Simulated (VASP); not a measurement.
# KPbO3 (Pm-3m) in VASP: single point with LDA

Aim: the single point of KPbO3 with LDA.

Program: VASP 6.6.1. These are calculated values, not measurements. Logs are shortened: lines on timing, memory, paths and dates and some standing lists are left out, and cuts for length are marked.

### Step 1. The cell of the first run

The structure is cubic, space group Pm-3m (No. 221). The conventional cell has a = 4.361 Å, b = 4.361 Å, c = 4.361 Å, α = 90.00°, β = 90.00°, γ = 90.00°. Within 4.1 Å of K (site symmetry m-3m) lie 12 O at 3.08 Å and 8 Pb at 3.78 Å. Pb (site symmetry m-3m) has 6 O at 2.18 Å within 2.9 Å. Within 2.9 Å of O (site symmetry 4/mmm) lie 2 Pb at 2.18 Å.

### Step 2. Single point, LDA

INCAR reads:

```
SYSTEM = KPbO3
ALGO = Normal
EDIFF = 1E-6
ENCUT = 600
GGA_COMPAT = .False.
ISIF = 2
ISMEAR = -1
LASPH = .True.
LCHARG = .False.
LREAL = .False.
LWAVE = .False.
NBANDS = 28
NELM = 120
PREC = Accurate
SIGMA = 0.02
```

KPOINTS reads:

```
k-points
0
Gamma
  3 3 3
  0 0 0
```

POSCAR reads:

```
KPbO3
1.0
    4.3607840000      0.0000000000      0.0000000000
    0.0000000000      4.3607840000      0.0000000000
    0.0000000000      0.0000000000      4.3607840000
K Pb O
1 1 3
Direct
    0.0000000000      0.0000000000      0.0000000000
    0.5000000000      0.5000000000      0.5000000000
    0.5000000000      0.5000000000      0.0000000000
    0.5000000000      0.0000000000      0.5000000000
    0.0000000000      0.5000000000      0.5000000000
```

Potentials or basis: VASP PAW LDA potentials, release 64 (K_sv, Pb_d, O).

Launch:

```console
> cat potpaw_LDA.64/K_sv/POTCAR potpaw_LDA.64/Pb_d/POTCAR potpaw_LDA.64/O/POTCAR > POTCAR
> mpirun -np 1 vasp_std > vasp.out
```

OUTCAR:

```text
SYSTEM = KPbO3
   EDIFF = 1E-6
   ENCUT = 600
   ISIF = 2
   ISMEAR = -1
   LASPH = .True.
   LREAL = .False.
   NELM = 120
   PREC = Accurate

 ion  position               nearest neighbor table
   1  0.000  0.000  0.000-   2 3.78   2 3.78   2 3.78   2 3.78   2 3.78   2 3.78   2 3.78   2 3.78

   2  0.500  0.500  0.500-   3 2.18   4 2.18   5 2.18   3 2.18   4 2.18   5 2.18   1 3.78   1 3.78
                             1 3.78   1 3.78   1 3.78   1 3.78   1 3.78   1 3.78
   3  0.500  0.500  0.000-   2 2.18   2 2.18
   4  0.500  0.000  0.500-   2 2.18   2 2.18
   5  0.000  0.500  0.500-   2 2.18   2 2.18

  LATTYP: Found a simple cubic cell.
 ALAT       =     4.3607840000

  Lattice vectors:

 A1 = (   4.3607840000,   0.0000000000,   0.0000000000)
 A2 = (   0.0000000000,   4.3607840000,   0.0000000000)
 A3 = (   0.0000000000,   0.0000000000,   4.3607840000)

Analysis of symmetry for initial positions (statically):
=====================================================================
 Subroutine PRICEL returns:
 Original cell was already a primitive cell.

 Routine SETGRP: Setting up the symmetry group for a
 simple cubic supercell.

 Subroutine GETGRP returns: Found 48 space group operations
 (whereof 48 operations were pure point group operations)
 out of a pool of 48 trial point group operations.

The static configuration has the point symmetry O_h .

Analysis of symmetry for dynamics (positions and initial velocities):
=====================================================================
 Subroutine PRICEL returns:
 Original cell was already a primitive cell.

 Routine SETGRP: Setting up the symmetry group for a
 simple cubic supercell.

 Subroutine GETGRP returns: Found 48 space group operations
 (whereof 48 operations were pure point group operations)
 out of a pool of 48 trial point group operations.

The dynamic configuration has the point symmetry O_h .

 Subroutine INISYM returns: Found 48 space group operations
 (whereof 48 operations are pure point group operations),
 and found     1 'primitive' translations

----------------------------------------------------------------------------------------

                                     Primitive cell

  volume of cell :      82.9266

  direct lattice vectors                    reciprocal lattice vectors
     4.360784000  0.000000000  0.000000000     0.229316563  0.000000000  0.000000000
     0.000000000  4.360784000  0.000000000     0.000000000  0.229316563  0.000000000
     0.000000000  0.000000000  4.360784000     0.000000000  0.000000000  0.229316563

  length of vectors
     4.360784000  4.360784000  4.360784000     0.229316563  0.229316563  0.229316563

  position of ions in fractional coordinates (direct lattice)
     0.000000000  0.000000000  0.000000000
     0.500000000  0.500000000  0.500000000
     0.500000000  0.500000000  0.000000000
     0.500000000  0.000000000  0.500000000
     0.000000000  0.500000000  0.500000000

  ion indices of the primitive-cell ions
   primitive index   ion index
                 1           1
                 2           2
                 3           3
                 4           4
                 5           5

----------------------------------------------------------------------------------------

 KPOINTS: k-points

Automatic generation of k-mesh.
 Grid dimensions read from file:
 generate k-points for:    3    3    3

 Generating k-lattice:

  Cartesian coordinates                     Fractional coordinates (reciprocal lattice)
     0.076438854  0.000000000  0.000000000     0.333333333  0.000000000  0.000000000
     0.000000000  0.076438854  0.000000000     0.000000000  0.333333333  0.000000000
     0.000000000  0.000000000  0.076438854     0.000000000  0.000000000  0.333333333

  Length of vectors
     0.076438854  0.076438854  0.076438854

  Shift w.r.t. Gamma in fractional coordinates (k-lattice)
     0.000000000  0.000000000  0.000000000

 Subroutine IBZKPT returns following result:
 ===========================================

 Found      4 irreducible k-points:

 Following reciprocal coordinates:
            Coordinates               Weight
  0.000000  0.000000  0.000000      1.000000
  0.333333  0.000000  0.000000      6.000000
  0.333333  0.333333  0.000000     12.000000
  0.333333  0.333333  0.333333      8.000000
   k-points           NKPTS =      4   k-points in BZ     NKDIM =      4   number of bands    NBANDS=     28
   number of dos      NEDOS =    301   number of ions     NIONS =      5
   total plane-waves  NPLWV =  46656
   dimension x,y,z NGX =    36 NGY =   36 NGZ =   36
   dimension x,y,z NGXF=    72 NGYF=   72 NGZF=   72
   ions per type =               1   1   3
   NGX,Y,Z   is equivalent  to a cutoff of  13.72, 13.72, 13.72 a.u.
   NGXF,Y,Z  is equivalent  to a cutoff of  27.45, 27.45, 27.45 a.u.
 SYSTEM =  KPbO3
   PREC   = accura    normal or accurate (medium, high low for compatibility)
   ISTART =      0    job   : 0-new  1-cont  2-samecut
   ICHARG =      2    charge: 1-file 2-atom 10-const
   ISPIN  =      1    spin polarized calculation?
   LNONCOLLINEAR =      F non collinear calculations
   LSORBIT =      F    spin-orbit coupling
   LASPH  =      T    aspherical Exc in radial PAW
   ENCUT  =  600.0 eV  44.10 Ry    6.64 a.u.   8.71  8.71  8.71*2*pi/ulx,y,z
   NELM   =    120;   NELMIN=  2; NELMDL= -5     # of ELM steps
   EDIFF  = 0.1E-05   stopping-criterion for ELM
   LREAL  =      F    real-space projection
   EDIFFG = 0.1E-04   stopping-criterion for IOM
   NSW    =      0    number of steps for IOM
   IBRION =     -1    ionic relax: 0-MD 1-quasi-New 2-CG
   NFREE  =      0    steps in history (QN), initial steepest desc. (CG)
   ISIF   =      2    stress and relaxation
   ISYM   =      2    0-nonsym 1-usesym 2-fastsym
   POTIM  = 0.5000    time-step for ionic-motion
   TEBEG  =    0.0;   TEEND  =   0.0 temperature during run
   PSTRESS=    0.0 pullay stress
   NELECT =      41.0000    total number of electrons
   NUPDOWN=      -1.0000    fix difference up-down
   EMIN   =  10.00;   EMAX   =-10.00  energy-range for DOS
   EFERMI =   0.00;   METHOD = LEGACY
   ISMEAR =    -1;   SIGMA  =   0.02  broadening in eV -4-tet -1-fermi 0-gaus
   EFERMI_NEDOS =   21; number of points for ismear=-14 and -15
   IALGO  =     38    algorithm
   IMIX   =      4    mixing-type and parameters
     AMIX     =   0.40;   BMIX     =  1.00
     AMIX_MAG =   1.60;   BMIX_MAG =  1.00
  volume/ion in A,a.u.               =      16.59       111.92
  Fermi-wavevector in a.u.,A,eV,Ry     =   1.294508  2.446266 22.799990  1.675752
  Thomas-Fermi vector in A             =   2.426087
   LORBIT       =      0    0 simple, 1 ext, 2 COOP (PROOUT), +10 PAW based schemes
   GGA     = CA    functional components
   LHFCALC =     F    Hartree Fock is set to
   AEXX    =    0.0000 exact exchange contribution
   IVDW    =     0    specifies the selected vdW correction
   LEPSILON=     F    determine dielectric tensor
   LRPA    =     F    only Hartree local field effects (RPA)
 non-spin polarized calculation
  energy-cutoff  :      600.00
  volume of cell :       82.93
 maximum number of plane-waves:      2779
 NGX is ok and might be reduce to    36
   NGX = 17   NGY = 17   NGZ = 17

 number of electron      40.9999985 magnetization

 Free energy of the ion-electron system (eV)
  ---------------------------------------------------
  ext. energy  EPLUGINS =         0.00000000
  ---------------------------------------------------
  free energy    TOTEN  =       -26.42542033 eV

  energy without entropy =      -26.39729107  energy(sigma->0) =      -26.41135570

 E-fermi :   0.8544     XC(G=0): -10.1964

 val. band max:        0.8504729682   @ k =   0.3333   0.3333   0.0000
 cond. band min:       0.8848285419   @ k =   0.3333   0.3333   0.3333
 fundamental gap:      0.0343555737
 Fermi energy:         0.8543877284

 k-point     1 :       0.0000    0.0000    0.0000
  band No.  band energies     occupation
      1     -25.9617      2.00000
      2     -16.2106      2.00000
      3     -16.2106      2.00000
      4     -15.9158      2.00000
      5     -13.9025      2.00000
      6     -13.9025      2.00000
      7     -13.9025      2.00000
      8     -11.6681      2.00000
      9     -11.6681      2.00000
     10      -9.7036      2.00000
     11      -9.7036      2.00000
     12      -9.7036      2.00000
     13      -3.0057      2.00000
     14      -3.0057      2.00000
     15      -3.0057      2.00000
     16      -1.0382      2.00000
     17       0.3565      2.00000
     18       0.3565      2.00000
     19       0.3565      2.00000
     20       0.3604      2.00000
     21       0.3604      2.00000
     22       0.3604      2.00000
     23       7.2857      0.00000
     24       8.8647      0.00000
     25       8.8647      0.00000
     26      10.7948      0.00000
     27      10.7948      0.00000
     28      10.7948      0.00000

 k-point     2 :       0.3333    0.0000    0.0000
  band No.  band energies     occupation
      1     -25.9568      2.00000
      2     -16.2062      2.00000
      3     -16.0817      2.00000
      4     -15.3059      2.00000
      5     -13.9262      2.00000
      6     -13.9262      2.00000
      7     -13.9018      2.00000
      8     -12.9740      2.00000
      9     -11.6646      2.00000
     10      -9.6797      2.00000
     11      -9.6797      2.00000
     12      -9.6623      2.00000
     13      -3.9611      2.00000
     14      -2.8951      2.00000
     15      -2.8951      2.00000
     16      -0.7234      2.00000
     17       0.1521      2.00000
     18       0.2896      2.00000
     19       0.2896      2.00000
     20       0.3151      2.00000
     21       0.3151      2.00000
     22       2.7773      0.00000
     23       8.2319      0.00000
     24       9.6368      0.00000
     25       9.6829      0.00000
     26      10.6697      0.00000
     27      10.6697      0.00000
     28      11.0121      0.00000

 k-point     3 :       0.3333    0.3333    0.0000
  band No.  band energies     occupation
      1     -25.9525      2.00000
      2     -16.1468      2.00000
      3     -15.4915      2.00000
      4     -15.2128      2.00000
      5     -13.9483      2.00000
      6     -13.9248      2.00000
      7     -13.9240      2.00000
      8     -13.3822      2.00000
      9     -12.4220      2.00000
     10      -9.7055      2.00000
     11      -9.6807      2.00000
     12      -9.6670      2.00000
     13      -5.5359      2.00000
     14      -2.7300      2.00000
     15      -0.8101      2.00000
     16      -0.7037      2.00000
     17      -0.1475      2.00000
     18       0.2194      2.00000
     19       0.2396      2.00000
     20       0.4049      2.00000
     21       0.8505      1.09756
     22       3.9859      0.00000
     23       8.9120      0.00000
     24       9.3401      0.00000
     25      10.1445      0.00000
     26      10.3802      0.00000
     27      10.7069      0.00000
     28      11.3338      0.00000

 k-point     4 :       0.3333    0.3333    0.3333
  band No.  band energies     occupation
      1     -25.9487      2.00000
      2     -15.4803      2.00000
      3     -15.4803      2.00000
      4     -15.1334      2.00000
      5     -13.9506      2.00000
      6     -13.9506      2.00000
      7     -13.9475      2.00000
      8     -13.3685      2.00000
      9     -13.3685      2.00000
     10      -9.7345      2.00000
     11      -9.7345      2.00000
     12      -9.6975      2.00000
     13      -7.0388      2.00000
     14      -0.7072      2.00000
     15      -0.5451      2.00000
     16      -0.5451      2.00000
     17      -0.1692      2.00000
     18      -0.1692      2.00000
     19       0.8208      1.68517
     20       0.8208      1.68517
     21       0.8848      0.35832
     22       4.7790      0.00000
     23       8.4735      0.00000
     24       8.4735      0.00000
     25       8.8979      0.00000
     26      10.6424      0.00000
     27      11.2950      0.00000
     28      11.2957      0.00000

------------------------ aborting loop because EDIFF is reached ----------------------------------------

  FORCE on cell =-STRESS in cart. coord.  units (eV):
  Direction    XX          YY          ZZ          XY          YZ          ZX
  --------------------------------------------------------------------------------------
  -------------------------------------------------------------------------------------
  Total       -3.6104657     -3.6104657     -3.6104657      0.0000000     -0.0000000      0.0000000
  in kB      -69.7557605    -69.7557605    -69.7557605      0.0000000     -0.0000000      0.0000000
  external PRESSURE =     -69.7557605 kB  Pullay stress =       0.0000000 kB

 VOLUME and BASIS-vectors are now :
 -----------------------------------------------------------------------------
  energy-cutoff  :      600.00
  volume of cell :       82.93
      direct lattice vectors                 reciprocal lattice vectors
     4.360784000  0.000000000  0.000000000     0.229316563  0.000000000  0.000000000
     0.000000000  4.360784000  0.000000000     0.000000000  0.229316563  0.000000000
     0.000000000  0.000000000  4.360784000     0.000000000  0.000000000  0.229316563

 POSITION                                       TOTAL-FORCE (eV/Angst)
 -----------------------------------------------------------------------------------
      0.00000      0.00000      0.00000         0.000000      0.000000      0.000000
      2.18039      2.18039      2.18039         0.000000      0.000000      0.000000
      2.18039      2.18039      0.00000         0.000000      0.000000      0.000000
      2.18039      0.00000      2.18039         0.000000      0.000000      0.000000
      0.00000      2.18039      2.18039         0.000000      0.000000      0.000000
 -----------------------------------------------------------------------------------
    total drift:                                0.000000      0.000000      0.000000

  FREE ENERGIE OF THE ION-ELECTRON SYSTEM (eV)
  ---------------------------------------------------
  free  energy   TOTEN  =       -26.4254203339 eV

  energy  without entropy=      -26.3972910722  energy(sigma->0) =      -26.41135570
```

Run time: 7.2 s. Hardware: 1 thread of AMD EPYC 9R45 (Zen 5), shared host; peak memory 0.14 GiB.

What came out:

```
Free energy : -26.4254 eV
Pressure    : -7.0 GPa
```

Caveat: the k points lie up to 0.48 Å⁻¹ apart; spin-orbit coupling is left out, which moves the levels of the heavy elements; an odd number of electrons without spin polarisation forces a metal; a magnetic or distorted state may lie lower.
